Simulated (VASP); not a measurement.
Input of a VASP 6.6.1 run:

The input INCAR:

```
SYSTEM = Ti2InC6
PREC = Accurate ; ENCUT = 520
EDIFF = 1E-6 ; ISMEAR = 0
SIGMA = 0.1 ; LREAL = .FALSE.
LASPH = .TRUE. ; NELM = 60
ALGO = Normal ; ISIF = 2
LWAVE = .FALSE. ; LCHARG = .FALSE.
GGA = PE ; NBANDS = 40
```

The input KPOINTS:

```
Automatic mesh
0
G
  4 4 4
  0 0 0
```

Contents of POSCAR:

```
Ti2InC6
1.0
    0.0000000000      3.9088860500      3.9088860500
    3.9088860500      0.0000000000      3.9088860500
    3.9088860500      3.9088860500      0.0000000000
Ti In C
2 1 6
Direct
    0.2500000000      0.2500000000      0.2500000000
    0.7500000000      0.7500000000      0.7500000000
    0.0000000000      0.0000000000      0.0000000000
    0.7638577800      0.2361422200      0.2361422200
    0.2361422200      0.7638577800      0.7638577800
    0.2361422200      0.7638577800      0.2361422200
    0.7638577800      0.2361422200      0.7638577800
    0.2361422200      0.2361422200      0.7638577800
    0.7638577800      0.7638577800      0.2361422200
```

Potentials or basis: VASP PAW PBE potentials, release 64 (Ti_sv, In_d, C).

Command:

```console
$ cat potpaw_PBE.64/Ti_sv/POTCAR potpaw_PBE.64/In_d/POTCAR potpaw_PBE.64/C/POTCAR > POTCAR
$ mpirun -np 1 vasp_std > vasp.out
```

Question: What does it give for the pressure?

Answer: 14.4 GPa.

Question: Estimate the largest force.

Answer: 8.242 eV/Å.

Forces on the atoms (eV/Å):
```
Ti   0.000  0.000  0.000
Ti   0.000  0.000  0.000
In   0.000  0.000  0.000
C    8.242  0.000  0.000
C   -8.242  0.000  0.000
C    0.000  8.242  0.000
C    0.000 -8.242  0.000
C    0.000  0.000  8.242
C    0.000  0.000 -8.242
```

Caveat: forces of over 1 eV/Å act on the atoms, so gaps and moduli don't describe the material at rest.
